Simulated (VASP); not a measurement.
# NbTe (P-6m2) in VASP: further runs

Aim: see how the results for NbTe move with the level of theory and the settings. Levels: PBEsol, B3LYP. Tasks: relaxation of cell and atoms, single point.

Program: VASP 6.6.1. These are calculated values, not measurements. Logs are shortened: lines on timing, memory, paths and dates and some standing lists are left out, and cuts for length are marked.

**1. The cell of the first run**

Symmetry: P-6m2, No. 187, hexagonal system. The conventional cell has a = 3.703 Å, b = 3.703 Å, c = 3.694 Å, α = 90.00°, β = 90.00°, γ = 120.00°. Within 3.7 Å of Te (site symmetry -6m2) lie 6 Nb at 2.83 Å and 2 Te at 3.69 Å. Within 3.7 Å of Nb (site symmetry -6m2) lie 6 Te at 2.83 Å and 2 Nb at 3.69 Å.

**2. Relaxation of cell and atoms, PBEsol, target pressure 5 GPa, at which the enthalpy is minimised**

INCAR reads:

```
SYSTEM = NbTe
PREC     = Accurate       ! precision mode
ENCUT    = 600            ! plane-wave cutoff, eV
EDIFF    = 1E-7           ! SCF threshold, eV
ISMEAR   = -1             ! smearing method
SIGMA    = 0.05           ! smearing width, eV
LREAL    = .False.        ! projectors in reciprocal space
LASPH    = .True.         ! aspherical terms in the spheres
NELM     = 80             ! most SCF steps
ALGO     = Normal         ! electronic algorithm
ISIF     = 3              ! what is computed and relaxed
LWAVE    = .False.        ! write WAVECAR
LCHARG   = .False.        ! write CHGCAR
GGA      = PS             ! functional
IBRION   = 2              ! ionic algorithm
NSW      = 80             ! ionic steps
EDIFFG   = -0.005         ! ionic threshold
PSTRESS  = 50.0
```

KPOINTS reads:

```
Automatic mesh
0
Gamma
  8 8 7
  0 0 0
```

POSCAR reads:

```
NbTe
1.0
    3.7029743866      0.0000000000      0.0000000000
   -1.8514871933      3.2068698884      0.0000000000
    0.0000000000      0.0000000000      3.6942110000
Te Nb
1 1
Direct
    0.6666666667      0.3333333333      0.0000000000
    0.0000000000      0.0000000000      0.5000000000
```

Potentials or basis: VASP PAW PBE potentials, release 64 (Te, Nb_sv).

Started as:

```
cat potpaw_PBE.64/Te/POTCAR potpaw_PBE.64/Nb_sv/POTCAR > POTCAR
mpirun -np 1 vasp_std > vasp.out
```

OUTCAR:

```text
SYSTEM = NbTe
   PREC = Accurate
   ENCUT = 600
   EDIFF = 1E-7
   ISMEAR = -1
   LREAL = .False.
   LASPH = .True.
   NELM = 80
   ISIF = 3
   GGA = PS
   IBRION = 2
   NSW = 80
   EDIFFG = -0.005
   PSTRESS = 50.0

 ion  position               nearest neighbor table
   1  0.667  0.333  0.000-   2 2.83   2 2.83   2 2.83   2 2.83   2 2.83   2 2.83
   2  0.000  0.000  0.500-   1 2.83   1 2.83   1 2.83   1 2.83   1 2.83   1 2.83

  LATTYP: Found a hexagonal cell.
 ALAT       =     3.7029743866
 C/A-ratio  =     0.9976334196

  Lattice vectors:

 A1 = (   3.7029743866,   0.0000000000,   0.0000000000)
 A2 = (  -1.8514871933,   3.2068698884,   0.0000000000)
 A3 = (   0.0000000000,   0.0000000000,   3.6942110000)

Analysis of symmetry for initial positions (statically):
=====================================================================
 Subroutine PRICEL returns:
 Original cell was already a primitive cell.

 Routine SETGRP: Setting up the symmetry group for a
 hexagonal supercell.

 Subroutine GETGRP returns: Found 12 space group operations
 (whereof 12 operations were pure point group operations)
 out of a pool of 24 trial point group operations.

The static configuration has the point symmetry D_3h.

Analysis of symmetry for dynamics (positions and initial velocities):
=====================================================================
 Subroutine PRICEL returns:
 Original cell was already a primitive cell.

 Routine SETGRP: Setting up the symmetry group for a
 hexagonal supercell.

 Subroutine GETGRP returns: Found 12 space group operations
 (whereof 12 operations were pure point group operations)
 out of a pool of 24 trial point group operations.

The dynamic configuration has the point symmetry D_3h.

 Subroutine INISYM returns: Found 12 space group operations
 (whereof 12 operations are pure point group operations),
 and found     1 'primitive' translations

----------------------------------------------------------------------------------------

                                     Primitive cell

  volume of cell :      43.8686

  direct lattice vectors                    reciprocal lattice vectors
     3.702974387  0.000000000  0.000000000     0.270053178  0.155915275  0.000000000
    -1.851487193  3.206869888  0.000000000     0.000000000  0.311830550  0.000000000
     0.000000000  0.000000000  3.694211000     0.000000000  0.000000000  0.270693796

  length of vectors
     3.702974387  3.702974387  3.694211000     0.311830550  0.311830550  0.270693796

  position of ions in fractional coordinates (direct lattice)
     0.666666667  0.333333333  0.000000000
[... 110 lines left out ...]
 non-spin polarized calculation
  energy-cutoff  :      600.00
  volume of cell :       43.87
 maximum number of plane-waves:      1509
 NGX is ok and might be reduce to    30
   NGX = 15   NGY = 15   NGZ = 15

--------------------------------------- Ionic step        1  -------------------------------------------

 number of electron      19.0000000 magnetization

 Free energy of the ion-electron system (eV)
  ---------------------------------------------------
  ext. energy  EPLUGINS =         0.00000000
  ---------------------------------------------------
  free energy    TOTEN  =       -14.87076347 eV

  energy without entropy =      -14.85933833  energy(sigma->0) =      -14.86505090

------------------------ aborting loop because EDIFF is reached ----------------------------------------

  FORCE on cell =-STRESS in cart. coord.  units (eV):
  Direction    XX          YY          ZZ          XY          YZ          ZX
  --------------------------------------------------------------------------------------
  -------------------------------------------------------------------------------------
  Total       -1.4546875     -1.4546875     -1.4637625      0.0000000      0.0000000      0.0000000
  in kB      -53.1283749    -53.1283749    -53.4598156      0.0000000      0.0000000      0.0000000
  external PRESSURE =    -103.2388551 kB  Pullay stress =      50.0000000 kB
[... 97 lines left out ...]
  energy  without entropy=      -14.8753740933  energy(sigma->0) =      -14.88047284

  enthalpy is  TOTEN    =       -13.6142420204 eV   P V=        1.2713295656

[... ionic steps 4 to 7 ...]

--------------------------------------- Ionic step        8  -------------------------------------------

 number of electron      18.9999999 magnetization

------------------------ aborting loop because EDIFF is reached ----------------------------------------
[... 71 lines left out ...]
--------------------------------------- Ionic step       10  -------------------------------------------

 number of electron      18.9999999 magnetization

 Free energy of the ion-electron system (eV)
  ---------------------------------------------------
  ext. energy  EPLUGINS =         0.00000000
  ---------------------------------------------------
  free energy    TOTEN  =       -14.88252330 eV

  energy without entropy =      -14.87400170  energy(sigma->0) =      -14.87826250

 E-fermi :  12.1198     XC(G=0): -11.7949

 val. band max:       12.0674959560   @ k =   0.1250  -0.0000   0.2857
 cond. band min:      12.1877831532   @ k =   0.1250  -0.0000   0.0000
 fundamental gap:      0.1202871972
 Fermi energy:        12.1197747802

 k-point     1 :       0.0000    0.0000    0.0000
  band No.  band energies     occupation
      1     -43.2735      2.00000
      2     -19.5538      2.00000
      3     -19.2990      2.00000
      4     -19.2990      2.00000
      5      -2.6899      2.00000
      6       8.6934      2.00000
      7       8.9157      2.00000
      8       8.9157      2.00000
      9       9.5431      2.00000
     10      12.2479      0.14330
     11      12.2479      0.14330
     12      14.8907      0.00000
     13      14.8907      0.00000
[... 354 lines left out ...]
  band No.  band energies     occupation
      1     -43.2566      2.00000
      2     -19.6002      2.00000
      3     -19.4571      2.00000
      4     -19.3288      2.00000
      5      -0.7579      2.00000
      6       5.4270      2.00000
      7       6.7773      2.00000
      8       8.3330      2.00000
      9      10.1405      2.00000
     10      12.6821      0.00003
     11      12.7289      0.00001
     12      14.5211      0.00000
     13      15.2181      0.00000

 [... further k-points ...]

------------------------ aborting loop because EDIFF is reached ----------------------------------------

  FORCE on cell =-STRESS in cart. coord.  units (eV):
  Direction    XX          YY          ZZ          XY          YZ          ZX
  --------------------------------------------------------------------------------------
  -------------------------------------------------------------------------------------
  Total        1.2602832      1.2602832      1.2670779      0.0000000     -0.0000000      0.0000000
  in kB       49.9490373     49.9490373     50.2183307      0.0000000     -0.0000000      0.0000000
  external PRESSURE =       0.0388018 kB  Pullay stress =      50.0000000 kB
[... 21 lines left out ...]
  energy  without entropy=      -14.8740016970  energy(sigma->0) =      -14.87826250

  enthalpy is  TOTEN    =       -13.6209542142 eV   P V=        1.2615690890

 reached required accuracy - stopping structural energy minimisation
```

CONTCAR:

```text
NbTe
   1.00000000000000
     3.5733436181211204    0.0000000000000000    0.0000000000000000
    -1.7866718090605602    3.0946063497860861    0.0000000000000000
     0.0000000000000000    0.0000000000000000    3.6557073714210397
  Te              Nb
     1     1
Direct
     0.6666666667000030    0.3333333332999970    0.0000000000000000
     0.0000000000000000    0.0000000000000000    0.5000000000000000

  0.00000000E+00  0.00000000E+00  0.00000000E+00
  0.00000000E+00  0.00000000E+00  0.00000000E+00
```

Wall time 2.8 min (1 thread of Intel Xeon Platinum 8488C (Sapphire Rapids), shared host); peak memory 0.2 GiB.

What came out:

```
Free energy                                            : -14.8825 eV
Relaxed volume                                         : 20.21 Å³/atom
Relaxed cell                                           : a = 3.573 Å, b = 3.573 Å, c = 3.656 Å, α = 90.00°, β = 90.00°, γ = 120.00°
Space group after relaxing (to 0.05 Å)                 : P-6m2 (No. 187)
Energy change on relaxing (the enthalpy is what falls) : -5.9 meV/atom
Ionic steps                                            : 10
Pressure after relaxing                                : 5.0 GPa
```

Step by step:
```
step  energy change (eV)  largest force (eV/Å)  pressure (GPa)  volume (Å³)
   1              0.0000                0.0000           -5.32        43.87
   2              0.5537                0.0000           33.60        35.49
   3             -0.0148                0.0000            4.49        40.74
   4             -0.0116                0.0000            4.91        40.63
   5             -0.0096                0.0000            5.16        40.57
   6             -0.0113                0.0000            5.20        40.44
   7             -0.0098                0.0000            5.24        40.36
   8             -0.0099                0.0000            5.24        40.37
   9             -0.0151                0.0000            4.56        40.54
  10             -0.0118                0.0000            5.00        40.43
```

Final structure:
```
Te Nb
1.0
     3.57334    0.00000    0.00000
    -1.78667    3.09461    0.00000
     0.00000    0.00000    3.65571
Te Nb
1 1
Direct
  0.66667 0.33333 0.00000
  0.00000 0.00000 0.50000
```

Caveat: the cell is relaxed towards a set pressure, so the enthalpy falls and the energy may rise; the PAW data sets were made with another functional, which shifts forces and pressure a little; spin-orbit coupling is left out, which moves the levels of the heavy elements.

**3. Single point, B3LYP**

This run uses another cell than the first one, of 22.35 Å³/atom, 1.019 times its volume.

POSCAR reads:

```
NbTe
1.0
    3.7579961227      0.0000000000      0.0000000000
   -1.8789980614      3.2545201096      0.0000000000
    0.0000000000      0.0000000000      3.6545290199
Te Nb
1 1
Direct
    0.6666666667      0.3333333333      0.0000000000
    0.0000000000      0.0000000000      0.5000000000
```

INCAR.step1 reads:

```
SYSTEM = NbTe
PREC = Accurate
ENCUT = 520
EDIFF = 1E-5
ISMEAR = -1
SIGMA = 0.05
LREAL = .FALSE.
LASPH = .TRUE.
NELM = 80
ALGO = Normal
ISIF = 2
LWAVE = .TRUE.
LCHARG = .FALSE.
GGA = PE
NBANDS = 16
```

INCAR.step2 reads:

```
SYSTEM = NbTe
PREC = Accurate
ENCUT = 520
EDIFF = 1E-7
ISMEAR = -1
SIGMA = 0.05
LREAL = .FALSE.
LASPH = .TRUE.
NELM = 80
ALGO = Normal
ISIF = 2
LWAVE = .FALSE.
LCHARG = .FALSE.
GGA = B3
LHFCALC = .TRUE.
AEXX = 0.2
AGGAX = 0.72
AGGAC = 0.81
ALDAC = 0.19
PRECFOCK = Normal
ISTART = 1
NBANDS = 16
```

KPOINTS reads:

```
Automatic mesh
0
G
  4 4 4
  0 0 0
```

Potentials or basis: VASP PAW PBE potentials, release 64 (Te, Nb_sv).

Started as:

```
cat potpaw_PBE.64/Te/POTCAR potpaw_PBE.64/Nb_sv/POTCAR > POTCAR
cp INCAR.step1 INCAR
mpirun -np 1 vasp_std > vasp.out
cp INCAR.step2 INCAR
mpirun -np 1 vasp_std > vasp.out
```

OUTCAR:

```text
SYSTEM = NbTe
   PREC = Accurate
   ENCUT = 520
   EDIFF = 1E-7
   ISMEAR = -1
   LREAL = .FALSE.
   LASPH = .TRUE.
   NELM = 80
   ISIF = 2
   GGA = B3
   LHFCALC = .TRUE.
   AEXX = 0.2
   PRECFOCK = Normal
   ISTART = 1

 ion  position               nearest neighbor table
   1  0.667  0.333  0.000-   2 2.84   2 2.84   2 2.84   2 2.84   2 2.84   2 2.84
   2  0.000  0.000  0.500-   1 2.84   1 2.84   1 2.84   1 2.84   1 2.84   1 2.84

  LATTYP: Found a hexagonal cell.
 ALAT       =     3.7579961227
 C/A-ratio  =     0.9724674802

  Lattice vectors:

 A1 = (   3.7579961227,   0.0000000000,   0.0000000000)
 A2 = (  -1.8789980614,   3.2545201096,   0.0000000000)
 A3 = (   0.0000000000,   0.0000000000,   3.6545290199)

Analysis of symmetry for initial positions (statically):
=====================================================================
 Subroutine PRICEL returns:
 Original cell was already a primitive cell.

 Routine SETGRP: Setting up the symmetry group for a
 hexagonal supercell.

 Subroutine GETGRP returns: Found 12 space group operations
 (whereof 12 operations were pure point group operations)
 out of a pool of 24 trial point group operations.

The static configuration has the point symmetry D_3h.

Analysis of symmetry for dynamics (positions and initial velocities):
=====================================================================
 Subroutine PRICEL returns:
 Original cell was already a primitive cell.

 Routine SETGRP: Setting up the symmetry group for a
 hexagonal supercell.

 Subroutine GETGRP returns: Found 12 space group operations
 (whereof 12 operations were pure point group operations)
[... 108 lines left out ...]
     AMIX     =   0.40;   BMIX     =  1.00
     AMIX_MAG =   1.60;   BMIX_MAG =  1.00
  volume/ion in A,a.u.               =      22.35       150.81
  Fermi-wavevector in a.u.,A,eV,Ry     =   1.230933  2.326126 20.615498  1.515196
  Thomas-Fermi vector in A             =   2.365762
   LORBIT       =      0    0 simple, 1 ext, 2 COOP (PROOUT), +10 PAW based schemes
   GGA     = B3    functional components
   LHFCALC =     T    Hartree Fock is set to
   PRECFOCK=normal    Normal, Fast or Accurate (Low or Medium for compatibility)
   ENCUT4O =  -1.0   cutoff for four orbital integrals eV
   NKREDX  =     1    reduce k-point grid by
   NKREDY  =     1    reduce k-point grid by
   NKREDZ  =     1    reduce k-point grid by
   AEXX    =    0.2000 exact exchange contribution
   HFSCREEN=    0.0000 screening length (either q_TF or 0.3 A-1)
   HFSCREENC=   0.0000 screening length for correlation (either q_TF or 0.3 A-1)
   ENCUTFOCK=  -1.0 apply spherical cutoff to Coloumb kernel
   IVDW    =     0    specifies the selected vdW correction
   LEPSILON=     F    determine dielectric tensor
   LRPA    =     F    only Hartree local field effects (RPA)
 non-spin polarized calculation
  energy-cutoff  :      520.00
  volume of cell :       44.70
 maximum number of plane-waves:      1222
 NGX is ok and might be reduce to    28
  NGX = 24; NGY = 24; NGZ = 24

 number of electron      19.0000000 magnetization

 Free energy of the ion-electron system (eV)
  ---------------------------------------------------
  ext. energy  EPLUGINS =         0.00000000
  ---------------------------------------------------
  free energy    TOTEN  =       -15.10483702 eV

  energy without entropy =      -15.10472025  energy(sigma->0) =      -15.10477863

 E-fermi :  10.9999     XC(G=0):  -8.8489

 val. band max:       10.6652257527   @ k =   0.5000   0.0000   0.0000
 cond. band min:      11.3593679088   @ k =   0.2500   0.0000   0.0000
 fundamental gap:      0.6941421561
 Fermi energy:        10.9999037931

 k-point     1 :       0.0000    0.0000    0.0000
  band No.  band energies     occupation
      1     -48.0343      2.00000
      2     -23.2149      2.00000
      3     -22.9761      2.00000
      4     -22.9761      2.00000
      5      -4.6954      2.00000
      6       6.9381      2.00000
[... 205 lines left out ...]
      3     -23.0774      2.00000
      4     -23.0236      2.00000
      5      -2.5955      2.00000
      6       4.1792      2.00000
[... 8 lines left out ...]
     15      16.5247      0.00000
     16      18.5152      0.00000

------------------------ aborting loop because EDIFF is reached ----------------------------------------

  FORCE on cell =-STRESS in cart. coord.  units (eV):
  Direction    XX          YY          ZZ          XY          YZ          ZX
  --------------------------------------------------------------------------------------
  -------------------------------------------------------------------------------------
  Total       -0.0569837     -0.0569837     -0.0865307      0.0000000      0.0000000     -0.0000000
  in kB       -2.0426139     -2.0426139     -3.1017456      0.0000000      0.0000000     -0.0000000
  external PRESSURE =      -2.3956578 kB  Pullay stress =       0.0000000 kB

 VOLUME and BASIS-vectors are now :
 -----------------------------------------------------------------------------
  energy-cutoff  :      520.00
  volume of cell :       44.70
      direct lattice vectors                 reciprocal lattice vectors
     3.757996123  0.000000000  0.000000000     0.266099263  0.153632481  0.000000000
    -1.878998061  3.254520110  0.000000000     0.000000000  0.307264963  0.000000000
     0.000000000  0.000000000  3.654529020     0.000000000  0.000000000  0.273633071

 POSITION                                       TOTAL-FORCE (eV/Angst)
 -----------------------------------------------------------------------------------
      1.87900      1.08484      0.00000         0.000000      0.000000      0.000000
      0.00000      0.00000      1.82726         0.000000      0.000000      0.000000
 -----------------------------------------------------------------------------------
    total drift:                                0.000001     -0.000000     -0.000000

  FREE ENERGIE OF THE ION-ELECTRON SYSTEM (eV)
  ---------------------------------------------------
  free  energy   TOTEN  =       -15.1048370207 eV

  energy  without entropy=      -15.1047202476  energy(sigma->0) =      -15.10477863
```

Wall time 35 min (1 thread of Intel Xeon 8259CL, shared host); peak memory 0.19 GiB.

What came out:

| Item | Value |
| --- | --- |
| Free energy | -15.1048 eV |
| Pressure | -0.2 GPa |

Caveat: the k points lie up to 0.48 Å⁻¹ apart; the PAW data sets were made with another functional, which shifts forces and pressure a little; spin-orbit coupling is left out, which moves the levels of the heavy elements.
